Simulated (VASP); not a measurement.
The system is BN (sol2).

```
CELL_PARAMETERS angstrom
2.50245 0.00000 0.00000
-1.25123 2.16719 0.00000
0.00000 0.00000 4.21247
ATOMIC_POSITIONS crystal
B 0.33333 0.66667 0.00007
B 0.66667 0.33333 0.50007
N 0.33333 0.66667 0.37393
N 0.66667 0.33333 0.87393
```

This cell differs from its parent crystal: strained cell.

Base run:

| Quantity | Value |
| --- | --- |
| Program | VASP 6.6.1 |
| Functional | PBEsol |
| Potentials or basis | VASP PAW PBE potentials, release 64 (B_h, N_h) |
| Cutoff | 910 eV |
| k mesh | 9 × 9 × 6 |
| Occupations | gaussian, width 0.02 eV |
| Spin | no spin polarisation |

Its results: band gap on the k mesh 4.79 eV, indirect (least direct gap 8.16 eV); pressure 11.4 GPa; largest force 0.004 eV/Å.

Question: The run is repeated on the same cell with these changes: potentials or basis from VASP PAW PBE potentials, release 64 (B_h, N_h) to VASP PAW PBE potentials, release 64 (B, N); cutoff from 910 eV to 520 eV. What comes out?

Answer: Band gap on the k mesh 4.79 eV, indirect (least direct gap 8.16 eV); pressure 12.3 GPa; largest force 0.010 eV/Å.

Caveats: the PAW data sets were made with another functional, which shifts forces and pressure a little; the cutoff is under 1.25 times the usual one of these potentials, so pressure, stress and relaxed cells hold a basis-set (Pulay) error (some runs).

A k mesh can miss the band edges.
